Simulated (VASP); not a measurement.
# Nb (Im-3m) in VASP: a series of runs

Nb is run at these levels: revPBE+D4; tasks: single point.

Everything below comes from runs of VASP 6.6.1. Logs are shortened: lines on timing, memory, paths and dates and some standing lists are left out, and cuts for length are marked.

### 1 The cell of the first run

Symmetry: Im-3m, No. 229, cubic system. The conventional cell has a = 3.386 Å, b = 3.386 Å, c = 3.386 Å, α = 90.00°, β = 90.00°, γ = 90.00°. Nb (site symmetry m-3m) has 14 Nb at 2.93 to 3.39 Å within 3.9 Å.

### 2 Single point, revPBE+D4

INCAR

```
PREC = Accurate ; ENCUT = 520
EDIFF = 1E-6 ; ISMEAR = -1
SIGMA = 0.2 ; LREAL = F
LASPH = T ; NELM = 100
ALGO = Normal ; ISIF = 2
LWAVE = F ; LCHARG = F
GGA = RE ; IVDW = 13
NBANDS = 12
```

KPOINTS

```
regular mesh
0
Gamma
  12 12 12
```

POSCAR

```
Nb
1.0
   -1.6930204917      1.6930204917      1.6930204917
    1.6930204917     -1.6930204917      1.6930204917
    1.6930204917      1.6930204917     -1.6930204917
Nb
1
Direct
    0.0000000000      0.0000000000      0.0000000000
```

Potentials or basis: VASP PAW PBE potentials, release 64 (Nb_sv).

Started as:

```
$ cat potpaw_PBE.64/Nb_sv/POTCAR > POTCAR
$ mpirun -np 1 vasp_std > vasp.out
```

OUTCAR:

```text
PREC = Accurate
   ENCUT = 520
   EDIFF = 1E-6
   ISMEAR = -1
   LREAL = F
   LASPH = T
   NELM = 100
   ISIF = 2
   GGA = RE
   IVDW = 13

 ion  position               nearest neighbor table
   1  0.000  0.000  0.000-

  LATTYP: Found a body centered cubic cell.
 ALAT       =     3.3860409834

  Lattice vectors:

 A1 = (  -1.6930204917,   1.6930204917,   1.6930204917)
 A2 = (   1.6930204917,  -1.6930204917,   1.6930204917)
 A3 = (   1.6930204917,   1.6930204917,  -1.6930204917)

Analysis of symmetry for initial positions (statically):
=====================================================================
 Subroutine PRICEL returns:
 Original cell was already a primitive cell.

 Routine SETGRP: Setting up the symmetry group for a
 body centered cubic supercell.

 Subroutine GETGRP returns: Found 48 space group operations
 (whereof 48 operations were pure point group operations)
 out of a pool of 48 trial point group operations.

The static configuration has the point symmetry O_h .

Analysis of symmetry for dynamics (positions and initial velocities):
=====================================================================
 Subroutine PRICEL returns:
 Original cell was already a primitive cell.

 Routine SETGRP: Setting up the symmetry group for a
 body centered cubic supercell.

 Subroutine GETGRP returns: Found 48 space group operations
 (whereof 48 operations were pure point group operations)
 out of a pool of 48 trial point group operations.

The dynamic configuration has the point symmetry O_h .

 Subroutine INISYM returns: Found 48 space group operations
 (whereof 48 operations are pure point group operations),
 and found     1 'primitive' translations

----------------------------------------------------------------------------------------

                                     Primitive cell

  volume of cell :      19.4109

  direct lattice vectors                    reciprocal lattice vectors
    -1.693020492  1.693020492  1.693020492     0.000000000  0.295330153  0.295330153
     1.693020492 -1.693020492  1.693020492     0.295330153  0.000000000  0.295330153
     1.693020492  1.693020492 -1.693020492     0.295330153  0.295330153  0.000000000

  length of vectors
     2.932397510  2.932397510  2.932397510     0.417659907  0.417659907  0.417659907

  position of ions in fractional coordinates (direct lattice)
[... 82 lines left out ...]
   NFREE  =      0    steps in history (QN), initial steepest desc. (CG)
   ISIF   =      2    stress and relaxation
   ISYM   =      2    0-nonsym 1-usesym 2-fastsym
   POTIM  = 0.5000    time-step for ionic-motion
   TEBEG  =    0.0;   TEEND  =   0.0 temperature during run
   PSTRESS=    0.0 pullay stress
   NELECT =      13.0000    total number of electrons
   NUPDOWN=      -1.0000    fix difference up-down
   EMIN   =  10.00;   EMAX   =-10.00  energy-range for DOS
   EFERMI =   0.00;   METHOD = LEGACY
   ISMEAR =    -1;   SIGMA  =   0.20  broadening in eV -4-tet -1-fermi 0-gaus
   EFERMI_NEDOS =   21; number of points for ismear=-14 and -15
   IALGO  =     38    algorithm
   IMIX   =      4    mixing-type and parameters
     AMIX     =   0.40;   BMIX     =  1.00
     AMIX_MAG =   1.60;   BMIX_MAG =  1.00
  volume/ion in A,a.u.               =      19.41       130.99
  Fermi-wavevector in a.u.,A,eV,Ry     =   1.432321  2.706694 27.912949  2.051544
  Thomas-Fermi vector in A             =   2.551961
   LORBIT       =      0    0 simple, 1 ext, 2 COOP (PROOUT), +10 PAW based schemes
   GGA     = RE    functional components
   LHFCALC =     F    Hartree Fock is set to
   AEXX    =    0.0000 exact exchange contribution
   IVDW    =    13    specifies the selected vdW correction
   LEPSILON=     F    determine dielectric tensor
   LRPA    =     F    only Hartree local field effects (RPA)
 non-spin polarized calculation
  energy-cutoff  :      520.00
  volume of cell :       19.41
 maximum number of plane-waves:       539
 NGX is ok and might be reduce to    24
   NGX = 11   NGY = 11   NGZ = 11

 number of electron      13.0000001 magnetization

 Free energy of the ion-electron system (eV)
  ---------------------------------------------------
  ext. energy  EPLUGINS =         0.00000000
  ---------------------------------------------------
  free energy    TOTEN  =        -9.87965408 eV

  energy without entropy =       -9.70004080  energy(sigma->0) =       -9.78984744

 E-fermi :  10.2904     XC(G=0): -12.0677

 val. band max:       10.2728493631   @ k =  -0.1667   0.1667   0.0833
 cond. band min:      10.3453388246   @ k =   0.0833   0.0833   0.0000
 fundamental gap:      0.0724894615
 Fermi energy:        10.2904054240

 k-point     1 :       0.0000    0.0000    0.0000
  band No.  band energies     occupation
      1     -44.2597      2.00000
      2     -19.7010      2.00000
      3     -19.7010      2.00000
      4     -19.7010      2.00000
      5       4.4370      2.00000
      6      10.6118      0.33400
      7      10.6118      0.33400
      8      10.6118      0.33400
      9      13.2818      0.00000
     10      13.2818      0.00000
     11      24.2167      0.00000
     12      24.2167      0.00000
[... 331 lines left out ...]
 k-point    24 :       0.4167    0.0833    0.0833
  band No.  band energies     occupation
      1     -44.0757      2.00000
      2     -20.6981      2.00000
      3     -20.0922      2.00000
      4     -19.7794      2.00000
      5       7.3048      2.00000
      6       8.7334      1.99917
      7      11.3379      0.01057
      8      13.4319      0.00000
      9      13.9219      0.00000
     10      17.1241      0.00000
     11      20.5771      0.00000
     12      22.0793      0.00000

 [... further k-points ...]

------------------------ aborting loop because EDIFF is reached ----------------------------------------

  DFT-D4 for vdW energy calculation

  Edisp (eV):   -0.45973

  FORCE on cell =-STRESS in cart. coord.  units (eV):
  Direction    XX          YY          ZZ          XY          YZ          ZX
  --------------------------------------------------------------------------------------
  -------------------------------------------------------------------------------------
  Total      -1.41080    -1.41080    -1.41080     0.00000     0.00000    -0.00000
  in kB    -116.44707  -116.44707  -116.44707     0.00000     0.00000    -0.00000
  external pressure =     -116.45 kB  Pullay stress =        0.00 kB

 VOLUME and BASIS-vectors are now :
 -----------------------------------------------------------------------------
  energy-cutoff  :      520.00
  volume of cell :       19.41
      direct lattice vectors                 reciprocal lattice vectors
    -1.693020492  1.693020492  1.693020492     0.000000000  0.295330153  0.295330153
     1.693020492 -1.693020492  1.693020492     0.295330153  0.000000000  0.295330153
     1.693020492  1.693020492 -1.693020492     0.295330153  0.295330153  0.000000000

 POSITION                                       TOTAL-FORCE (eV/Angst)
 -----------------------------------------------------------------------------------
      0.00000      0.00000      0.00000        -0.000000      0.000000      0.000000
 -----------------------------------------------------------------------------------
    total drift:                               -0.000000     -0.000000      0.000000

  FREE ENERGIE OF THE ION-ELECTRON SYSTEM (eV)
  ---------------------------------------------------
  free  energy   TOTEN  =       -10.3393824695 eV

  energy  without entropy=      -10.1597691936  energy(sigma->0) =      -10.24957583
```

OSZICAR:

```text
N       E                     dE             d eps       ncg     rms          rms(c)
DAV:   1     0.116259804997E+03    0.11626E+03   -0.72156E+03  1728   0.107E+03
DAV:   2    -0.558429710292E+01   -0.12184E+03   -0.11748E+03  1880   0.387E+02
DAV:   3    -0.100490558240E+02   -0.44648E+01   -0.42497E+01  2492   0.652E+01
DAV:   4    -0.103272908428E+02   -0.27824E+00   -0.27600E+00  2372   0.145E+01
DAV:   5    -0.103415143122E+02   -0.14223E-01   -0.14213E-01  2568   0.262E+00    0.631E+00
DAV:   6    -0.992075941180E+01    0.42075E+00   -0.65469E-01  2736   0.102E+01    0.214E+00
DAV:   7    -0.987423396770E+01    0.46525E-01   -0.18612E-01  2860   0.539E+00    0.964E-01
DAV:   8    -0.987958034769E+01   -0.53464E-02   -0.12277E-02  2052   0.146E+00    0.462E-02
DAV:   9    -0.987964126203E+01   -0.60914E-04   -0.95540E-04  2876   0.303E-01    0.406E-02
DAV:  10    -0.987966088656E+01   -0.19625E-04   -0.20790E-05  2084   0.631E-02    0.130E-02
DAV:  11    -0.987965435141E+01    0.65351E-05   -0.53562E-06  2196   0.392E-02    0.284E-03
DAV:  12    -0.987965407912E+01    0.27229E-06   -0.15446E-07  1252   0.515E-03
   1 F= -.10339382E+02 E0= -.10249576E+02  d E =-.179613E+00
```

Run time: 10 s. Hardware: 1 thread of AMD EPYC 9R45 (Zen 5), shared host; peak memory 0.12 GiB.

Results:

```
Free energy                : -10.3394 eV
Pressure                   : -11.6 GPa
Dispersion energy per atom : -0.460 eV
```

Caveat: the PAW data sets were made with another functional, which shifts forces and pressure a little; pairwise dispersion overbinds metals, which lowers pressure and volume.

### 3 Single point, revPBE+D4

This run uses another cell than the first one, of 19.90 Å³/atom, 1.025 times its volume.

INCAR

```
SYSTEM = Nb
PREC     = Accurate       ! precision mode
ENCUT    = 520            ! plane-wave cutoff, eV
EDIFF    = 1E-6           ! SCF threshold, eV
ISMEAR   = -1             ! smearing method
SIGMA    = 0.2            ! smearing width, eV
LREAL    = .FALSE.        ! projectors in reciprocal space
LASPH    = .TRUE.         ! aspherical terms in the spheres
NELM     = 80             ! most SCF steps
ALGO     = Normal         ! electronic algorithm
ISIF     = 2              ! what is computed and relaxed
LWAVE    = .FALSE.        ! write WAVECAR
LCHARG   = .TRUE.         ! write CHGCAR
GGA      = RE             ! functional
IVDW     = 13             ! dispersion correction
LELF     = .TRUE.         ! ELF
LVHAR    = .TRUE.       
NBANDS   = 12             ! bands
```

KPOINTS

```
Automatic mesh
0
G
  12 12 12
  0 0 0
```

POSCAR

```
Nb
1.0
   -1.7071886859      1.7071886859      1.7071886859
    1.7071886859     -1.7071886859      1.7071886859
    1.7071886859      1.7071886859     -1.7071886859
Nb
1
Direct
    0.0000000000      0.0000000000      0.0000000000
```

Potentials or basis: VASP PAW PBE potentials, release 64 (Nb_sv).

Started as:

```
$ cat potpaw_PBE.64/Nb_sv/POTCAR > POTCAR
$ mpirun -np 1 vasp_std > vasp.out
```

It took 11 s on 1 thread of AMD EPYC 9R45 (Zen 5), shared host; peak memory 0.12 GiB.

Results (log left out):

```
Free energy                : -10.2994 eV
Pressure                   : -14.6 GPa
Dispersion energy per atom : -0.448 eV
```

Levels at points of the mesh, in eV from the Fermi level:
```csv
k point,band 2,band 3,band 4,band 5,band 6,band 7,band 8,band 9,band 10,band 11
"(0.00, 0.00, 0.00)",-30.08,-30.08,-30.08,-5.80,0.32,0.32,0.32,2.91,2.91,13.85
"(0.50, 0.00, 0.00)",-31.06,-30.39,-30.08,-3.39,-1.45,1.77,2.89,3.49,5.52,10.52
"(0.50, 0.50, 0.50)",-30.76,-30.76,-30.76,-3.24,-3.24,4.87,4.87,4.87,8.21,8.21
```

Caveat: the PAW data sets were made with another functional, which shifts forces and pressure a little; pairwise dispersion overbinds metals, which lowers pressure and volume.
